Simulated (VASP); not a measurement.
# NiSb2 (Pnnm) in VASP: further runs

The runs below take NiSb2 through single point, with PBEsol.

Everything below comes from runs of VASP 6.6.1. Logs are shortened: lines on timing, memory, paths and dates and some standing lists are left out, and cuts for length are marked.

## (1) The cell of the first run

It takes space group Pnnm (No. 58, orthorhombic). The conventional cell has a = 4.973 Å, b = 6.119 Å, c = 3.703 Å, α = 90.00°, β = 90.00°, γ = 90.00°. Within 3.2 Å of Ni (site symmetry 2/m) lie 6 Sb at 2.44 to 2.48 Å. Within 3.4 Å of Sb (site symmetry m) lie 3 Ni at 2.44 to 2.48 Å and 6 Sb at 2.81 to 3.36 Å.

## (2) Single point, PBEsol (18.78 Å³/atom)

File INCAR:

```
ALGO = Normal
EDIFF = 1E-7
ENCUT = 520
GGA = PS
ISIF = 2
ISMEAR = 0
LASPH = T
LCHARG = F
LREAL = F
LWAVE = F
NBANDS = 29
NELM = 100
PREC = Accurate
SIGMA = 0.1
```

File KPOINTS:

```
k-points
0
Gamma
  8 6 10
```

File POSCAR:

```
NiSb2
1.0
    4.9731495684      0.0000000000      0.0000000000
    0.0000000000      6.1192302591      0.0000000000
    0.0000000000      0.0000000000      3.7027173431
Ni Sb
2 4
Direct
    0.0000000000      0.0000000000      0.0000000000
    0.5000000000      0.5000000000      0.5000000000
    0.2196514254      0.3560432379      0.0000000000
    0.7803485746      0.6439567621      0.0000000000
    0.7196514254      0.1439567621      0.5000000000
    0.2803485746      0.8560432379      0.5000000000
```

Potentials or basis: VASP PAW PBE potentials, release 64 (Ni, Sb).

The run is started by

```sh
> cat potpaw_PBE.64/Ni/POTCAR potpaw_PBE.64/Sb/POTCAR > POTCAR
> mpirun -np 1 vasp_std > vasp.out
```

OUTCAR:

```text
EDIFF = 1E-7
   ENCUT = 520
   GGA = PS
   ISIF = 2
   ISMEAR = 0
   LASPH = T
   LREAL = F
   NELM = 100
   PREC = Accurate

 ion  position               nearest neighbor table
   1  0.000  0.000  0.000-   3 2.44   4 2.44   5 2.48   6 2.48   5 2.48   6 2.48
   2  0.500  0.500  0.500-   5 2.44   6 2.44   3 2.48   4 2.48   3 2.48   4 2.48
   3  0.220  0.356  0.000-   1 2.44   2 2.48   2 2.48   4 2.81   4 3.30   5 3.36   5 3.36   5 3.36
                             5 3.36   6 3.59   6 3.59   6 3.59   6 3.59
   4  0.780  0.644  0.000-   1 2.44   2 2.48   2 2.48   3 2.81   3 3.30   6 3.36   6 3.36   6 3.36
                             6 3.36   5 3.59   5 3.59   5 3.59   5 3.59
   5  0.720  0.144  0.500-   2 2.44   1 2.48   1 2.48   6 2.81   6 3.30   3 3.36   3 3.36   3 3.36
                             3 3.36   4 3.59   4 3.59   4 3.59   4 3.59
   6  0.280  0.856  0.500-   2 2.44   1 2.48   1 2.48   5 2.81   5 3.30   4 3.36   4 3.36   4 3.36
                             4 3.36   3 3.59   3 3.59   3 3.59   3 3.59

  LATTYP: Found a simple orthorhombic cell.
 ALAT       =     3.7027173431
 B/A-ratio  =     1.3431080765
 C/A-ratio  =     1.6526322946

  Lattice vectors:

 A1 = (   0.0000000000,   0.0000000000,   3.7027173431)
 A2 = (   4.9731495684,   0.0000000000,   0.0000000000)
 A3 = (   0.0000000000,   6.1192302591,   0.0000000000)

Analysis of symmetry for initial positions (statically):
=====================================================================
 Subroutine PRICEL returns:
 Original cell was already a primitive cell.

 Routine SETGRP: Setting up the symmetry group for a
 simple orthorhombic supercell.

 Subroutine GETGRP returns: Found  8 space group operations
 (whereof  4 operations were pure point group operations)
 out of a pool of  8 trial point group operations.

The static configuration has the point symmetry C_2h.
 The point group associated with its full space group is D_2h.

Analysis of symmetry for dynamics (positions and initial velocities):
=====================================================================
 Subroutine PRICEL returns:
 Original cell was already a primitive cell.

 Routine SETGRP: Setting up the symmetry group for a
 simple orthorhombic supercell.

 Subroutine GETGRP returns: Found  8 space group operations
 (whereof  4 operations were pure point group operations)
 out of a pool of  8 trial point group operations.

The dynamic configuration has the point symmetry C_2h.
 The point group associated with its full space group is D_2h.

 Subroutine INISYM returns: Found  8 space group operations
 (whereof  4 operations are pure point group operations),
 and found     1 'primitive' translations

----------------------------------------------------------------------------------------

                                     Primitive cell

  volume of cell :     112.6805

  direct lattice vectors                    reciprocal lattice vectors
     4.973149568  0.000000000  0.000000000     0.201079816  0.000000000  0.000000000
     0.000000000  6.119230259  0.000000000     0.000000000  0.163419247  0.000000000
     0.000000000  0.000000000  3.702717343     0.000000000  0.000000000  0.270071925

  length of vectors
     4.973149568  6.119230259  3.702717343     0.201079816  0.163419247  0.270071925

  position of ions in fractional coordinates (direct lattice)
     0.000000000  0.000000000  0.000000000
     0.500000000  0.500000000  0.500000000
     0.219651425  0.356043238  0.000000000
     0.780348575  0.643956762  0.000000000
     0.719651425  0.143956762  0.500000000
     0.280348575  0.856043238  0.500000000

  ion indices of the primitive-cell ions
   primitive index   ion index
                 1           1
                 2           2
                 3           3
                 4           4
                 5           5
                 6           6

----------------------------------------------------------------------------------------

 KPOINTS: k-points

Automatic generation of k-mesh.
 Grid dimensions read from file:
 generate k-points for:    8    6   10

 Generating k-lattice:

  Cartesian coordinates                     Fractional coordinates (reciprocal lattice)
     0.025134977  0.000000000  0.000000000     0.125000000  0.000000000  0.000000000
     0.000000000  0.027236541  0.000000000     0.000000000  0.166666667  0.000000000
     0.000000000  0.000000000  0.027007192     0.000000000  0.000000000  0.100000000

  Length of vectors
     0.025134977  0.027236541  0.027007192

  Shift w.r.t. Gamma in fractional coordinates (k-lattice)
     0.000000000  0.000000000  0.000000000

 Subroutine IBZKPT returns following result:
 ===========================================

 Found    120 irreducible k-points:

 Following reciprocal coordinates:
            Coordinates               Weight
  0.000000  0.000000  0.000000      1.000000
  0.125000  0.000000  0.000000      2.000000
  0.250000  0.000000  0.000000      2.000000
  0.375000  0.000000  0.000000      2.000000
  0.500000  0.000000  0.000000      1.000000
  0.000000  0.166667  0.000000      2.000000
[... 16 lines left out ...]
  0.250000  0.000000  0.100000      4.000000
  0.375000  0.000000  0.100000      4.000000
 [... further k-points ...]
   k-points           NKPTS =    120   k-points in BZ     NKDIM =    120   number of bands    NBANDS=     29
   number of dos      NEDOS =    301   number of ions     NIONS =      6
   total plane-waves  NPLWV =  53760
   dimension x,y,z NGX =    40 NGY =   48 NGZ =   28
   dimension x,y,z NGXF=    80 NGYF=   96 NGZF=   56
   ions per type =               2   4
   NGX,Y,Z   is equivalent  to a cutoff of  13.37, 13.04, 12.57 a.u.
   NGXF,Y,Z  is equivalent  to a cutoff of  26.74, 26.08, 25.14 a.u.
 SYSTEM =  unknown system
   PREC   = accura    normal or accurate (medium, high low for compatibility)
   ISTART =      0    job   : 0-new  1-cont  2-samecut
   ICHARG =      2    charge: 1-file 2-atom 10-const
   ISPIN  =      1    spin polarized calculation?
   LNONCOLLINEAR =      F non collinear calculations
   LSORBIT =      F    spin-orbit coupling
   LASPH  =      T    aspherical Exc in radial PAW
   ENCUT  =  520.0 eV  38.22 Ry    6.18 a.u.   9.25 11.38  6.88*2*pi/ulx,y,z
   NELM   =    100;   NELMIN=  2; NELMDL= -5     # of ELM steps
   EDIFF  = 0.1E-06   stopping-criterion for ELM
   LREAL  =      F    real-space projection
   EDIFFG = 0.1E-05   stopping-criterion for IOM
   NSW    =      0    number of steps for IOM
   IBRION =     -1    ionic relax: 0-MD 1-quasi-New 2-CG
   NFREE  =      0    steps in history (QN), initial steepest desc. (CG)
   ISIF   =      2    stress and relaxation
   ISYM   =      2    0-nonsym 1-usesym 2-fastsym
   POTIM  = 0.5000    time-step for ionic-motion
   TEBEG  =    0.0;   TEEND  =   0.0 temperature during run
   PSTRESS=    0.0 pullay stress
   NELECT =      40.0000    total number of electrons
   NUPDOWN=      -1.0000    fix difference up-down
   EMIN   =  10.00;   EMAX   =-10.00  energy-range for DOS
   EFERMI =   0.00;   METHOD = LEGACY
   ISMEAR =     0;   SIGMA  =   0.10  broadening in eV -4-tet -1-fermi 0-gaus
   EFERMI_NEDOS =   21; number of points for ismear=-14 and -15
   IALGO  =     38    algorithm
   IMIX   =      4    mixing-type and parameters
     AMIX     =   0.40;   BMIX     =  1.00
     AMIX_MAG =   1.60;   BMIX_MAG =  1.00
  volume/ion in A,a.u.               =      18.78       126.73
  Fermi-wavevector in a.u.,A,eV,Ry     =   1.159165  2.190504 18.281647  1.343663
  Thomas-Fermi vector in A             =   2.295760
   LORBIT       =      0    0 simple, 1 ext, 2 COOP (PROOUT), +10 PAW based schemes
   GGA     = PS    functional components
   LHFCALC =     F    Hartree Fock is set to
   AEXX    =    0.0000 exact exchange contribution
   IVDW    =     0    specifies the selected vdW correction
   LEPSILON=     F    determine dielectric tensor
   LRPA    =     F    only Hartree local field effects (RPA)
 non-spin polarized calculation
 Gauss-broadening in eV      SIGMA  =   0.10
  energy-cutoff  :      520.00
  volume of cell :      112.68
 maximum number of plane-waves:      3076
 NGX is ok and might be reduce to    40
   NGX = 19   NGY = 23   NGZ = 13

 number of electron      39.9999984 magnetization

 Free energy of the ion-electron system (eV)
  ---------------------------------------------------
  ext. energy  EPLUGINS =         0.00000000
  ---------------------------------------------------
  free energy    TOTEN  =       -31.58919011 eV

  energy without entropy =      -31.57721099  energy(sigma->0) =      -31.58320055

 E-fermi :  10.3303     XC(G=0): -11.4135

 val. band max:       10.3290636211   @ k =   0.3750   0.3333   0.0000
 cond. band min:      10.3306235537   @ k =   0.3750   0.1667   0.5000
 fundamental gap:      0.0015599326
 Fermi energy:        10.3303423080

 k-point     1 :       0.0000    0.0000    0.0000
  band No.  band energies     occupation
      1      -3.3445      2.00000
      2       0.2553      2.00000
      3       0.4625      2.00000
      4       2.1219      2.00000
      5       3.6568      2.00000
      6       5.1666      2.00000
[... 21 lines left out ...]
     28      16.3426      0.00000
     29      16.6502      0.00000

 k-point     2 :       0.1250    0.0000    0.0000
  band No.  band energies     occupation
      1      -3.2465      2.00000
      2       0.3074      2.00000
      3       0.5209      2.00000
      4       1.3285      2.00000
      5       4.5245      2.00000
      6       4.9793      2.00000
[... 21 lines left out ...]
     28      15.8558      0.00000
     29      16.2944      0.00000

 k-point     3 :       0.2500    0.0000    0.0000
  band No.  band energies     occupation
      1      -2.9530      2.00000
      2       0.0415      2.00000
      3       0.6379      2.00000
      4       0.6782      2.00000
      5       4.3581      2.00000
      6       4.8788      2.00000
[... 21 lines left out ...]
     28      15.3101      0.00000
     29      15.8818      0.00000

 k-point     4 :       0.3750    0.0000    0.0000
  band No.  band energies     occupation
      1      -2.4657      2.00000
      2      -0.9323      2.00000
      3       0.8195      2.00000
      4       0.8674      2.00000
      5       3.8808      2.00000
      6       4.1176      2.00000
[... 21 lines left out ...]
     28      15.2932      0.00000
     29      16.2329      0.00000

 k-point     5 :       0.5000    0.0000    0.0000
  band No.  band energies     occupation
      1      -1.7885      2.00000
      2      -1.7885      2.00000
      3       0.9480      2.00000
      4       0.9480      2.00000
      5       3.7452      2.00000
      6       3.7452      2.00000
[... 21 lines left out ...]
     28      15.9568      0.00000
     29      16.8386      0.00000
[... 510 lines left out ...]
     28      15.9151      0.00000
     29      16.0771      0.00000

 k-point    22 :       0.1250    0.0000    0.1000
  band No.  band energies     occupation
      1      -3.1414      2.00000
      2       0.3431      2.00000
      3       0.6020      2.00000
      4       1.4019      2.00000
      5       4.5717      2.00000
      6       5.0056      2.00000
[... 21 lines left out ...]
     28      16.0010      0.00000
     29      16.2005      0.00000

 k-point    23 :       0.2500    0.0000    0.1000
  band No.  band energies     occupation
      1      -2.8492      2.00000
      2       0.1039      2.00000
      3       0.7008      2.00000
      4       0.7524      2.00000
      5       4.4328      2.00000
      6       4.9191      2.00000
[... 21 lines left out ...]
     28      16.2580      0.00000
     29      16.2788      0.00000

 k-point    24 :       0.3750    0.0000    0.1000
  band No.  band energies     occupation
      1      -2.3643      2.00000
      2      -0.8434      2.00000
      3       0.8625      2.00000
      4       0.9285      2.00000
      5       3.9820      2.00000
      6       4.1912      2.00000
[... 21 lines left out ...]
     28      15.8003      0.00000
     29      16.6618      0.00000

 [... further k-points ...]

------------------------ aborting loop because EDIFF is reached ----------------------------------------

  FORCE on cell =-STRESS in cart. coord.  units (eV):
  Direction    XX          YY          ZZ          XY          YZ          ZX
  --------------------------------------------------------------------------------------
  -------------------------------------------------------------------------------------
  Total        8.3566281      8.3479270      8.2033319      0.0000000      0.0000000      0.0000000
  in kB      118.8208850    118.6971656    116.6412020      0.0000000      0.0000000      0.0000000
  external PRESSURE =     118.0530842 kB  Pullay stress =       0.0000000 kB

 VOLUME and BASIS-vectors are now :
 -----------------------------------------------------------------------------
  energy-cutoff  :      520.00
  volume of cell :      112.68
      direct lattice vectors                 reciprocal lattice vectors
     4.973149568  0.000000000  0.000000000     0.201079816  0.000000000  0.000000000
     0.000000000  6.119230259  0.000000000     0.000000000  0.163419247  0.000000000
     0.000000000  0.000000000  3.702717343     0.000000000  0.000000000  0.270071925

 POSITION                                       TOTAL-FORCE (eV/Angst)
 -----------------------------------------------------------------------------------
      0.00000      0.00000      0.00000         0.000000      0.000000      0.000000
      2.48657      3.05962      1.85136         0.000000      0.000000      0.000000
      1.09236      2.17871      0.00000         0.030320     -0.033241     -0.000000
      3.88079      3.94052      0.00000        -0.030320      0.033241      0.000000
      3.57893      0.88090      1.85136         0.030320      0.033241     -0.000000
      1.39422      5.23833      1.85136        -0.030320     -0.033241      0.000000
 -----------------------------------------------------------------------------------
    total drift:                               -0.000000      0.000000     -0.000000

  FREE ENERGIE OF THE ION-ELECTRON SYSTEM (eV)
  ---------------------------------------------------
  free  energy   TOTEN  =       -31.5891901057 eV

  energy  without entropy=      -31.5772109906  energy(sigma->0) =      -31.58320055
```

Run time: 3.2 min. Hardware: 1 thread of AMD EPYC 9R45 (Zen 5), shared host; peak memory 0.43 GiB.

What came out:

| Quantity | Value |
| --- | --- |
| Free energy | -31.5892 eV |
| Pressure | 11.8 GPa |
| Largest force | 0.045 eV/Å |
| Band gap on the k mesh | zero (bands 20 and 21 overlap by 1.94 eV) |

Forces on the atoms (eV/Å):
```
Ni   0.000  0.000  0.000
Ni   0.000  0.000  0.000
Sb   0.030 -0.033  0.000
Sb  -0.030  0.033  0.000
Sb   0.030  0.033  0.000
Sb  -0.030 -0.033  0.000
```

Caveat: the cell stands under pressure; the PAW data sets were made with another functional, which shifts forces and pressure a little; spin-orbit coupling is left out, which moves the levels of the heavy elements. Spin polarisation is off, so any magnetic state and its effect on volume and gap are missing.

## (3) Single point, PBEsol (19.40 Å³/atom)

This run uses another cell than the first one, of 19.40 Å³/atom.

File INCAR:

```
SYSTEM = NiSb2
PREC = Accurate
ENCUT = 520
EDIFF = 1E-6
ISMEAR = 0
SIGMA = 0.1
LREAL = .False.
LASPH = .True.
NELM = 80
ALGO = Normal
ISIF = 2
LWAVE = .False.
LCHARG = .True.
GGA = PS
LELF = .True.
LVHAR = .True.
NBANDS = 29
```

File KPOINTS:

```
regular mesh
0
Gamma
  8 6 10
  0 0 0
```

File POSCAR:

```
NiSb2
1.0
    5.0343640121      0.0000000000      0.0000000000
    0.0000000000      6.1707606647      0.0000000000
    0.0000000000      0.0000000000      3.7467267521
Ni Sb
2 4
Direct
    0.0000000000      0.0000000000      0.0000000000
    0.5000000000      0.5000000000      0.5000000000
    0.2200428785      0.3566789247      0.0000000000
    0.7799571215      0.6433210753      0.0000000000
    0.7200428785      0.1433210753      0.5000000000
    0.2799571215      0.8566789247      0.5000000000
```

Potentials or basis: VASP PAW PBE potentials, release 64 (Ni, Sb).

The run is started by

```sh
> cat potpaw_PBE.64/Ni/POTCAR potpaw_PBE.64/Sb/POTCAR > POTCAR
> mpirun -np 1 vasp_std > vasp.out
```

Run time: 3.1 min. Hardware: 1 thread of AMD EPYC 9R45 (Zen 5), shared host; peak memory 0.43 GiB.

It converged, with:

```yaml
Free_energy: -31.8077 eV
Pressure: 7.2 GPa
Largest_force: 0.039 eV/Å
Band_gap_on_the_k_mesh: zero (bands 20 and 21 overlap by 1.93 eV)
```

Forces on the atoms (eV/Å):
```
Ni   0.000  0.000  0.000
Ni   0.000  0.000  0.000
Sb   0.026 -0.029  0.000
Sb  -0.026  0.029  0.000
Sb   0.026  0.029  0.000
Sb  -0.026 -0.029  0.000
```

Stress tensor (GPa, compression positive):
```
7.22 0.00 0.00
0.00 7.25 0.00
0.00 0.00 7.06
```

Levels at points of the mesh, in eV from the Fermi level:
```csv
k point,band 16,band 17,band 18,band 19,band 20,band 21,band 22,band 23,band 24,band 25
"(0.00, 0.00, 0.00)",-2.32,-2.29,-1.86,-1.24,-0.32,1.65,2.89,3.02,3.33,3.38
"(0.50, 0.00, 0.00)",-2.30,0.00,0.00,0.15,0.15,2.56,2.56,2.66,2.66,3.18
"(0.00, 0.50, 0.00)",-2.19,-1.61,-1.61,-0.68,-0.68,1.42,1.42,3.10,3.10,4.11
"(0.50, 0.50, 0.00)",-2.49,0.11,0.11,0.18,0.18,0.49,0.49,1.85,1.85,3.26
"(0.00, 0.00, 0.50)",-2.28,-1.98,-1.98,-1.76,-1.76,0.89,0.89,1.25,1.25,1.78
"(0.50, 0.00, 0.50)",-2.51,-2.28,-2.28,-1.93,-1.93,-0.50,-0.50,3.99,3.99,4.08
"(0.00, 0.50, 0.50)",-2.56,-2.28,-2.28,-1.59,-1.59,-0.72,-0.72,1.01,1.01,3.22
"(0.50, 0.50, 0.50)",-2.30,-2.26,-2.26,-0.40,-0.40,1.57,1.57,2.40,2.40,2.55
```

Caveat: the cell stands under pressure; the PAW data sets were made with another functional, which shifts forces and pressure a little; spin-orbit coupling is left out, which moves the levels of the heavy elements. Spin polarisation is off, so any magnetic state and its effect on volume and gap are missing.

[end of part 1 of 2]

The gap in the log of VASP goes by the Fermi energy; the results here count the filled bands.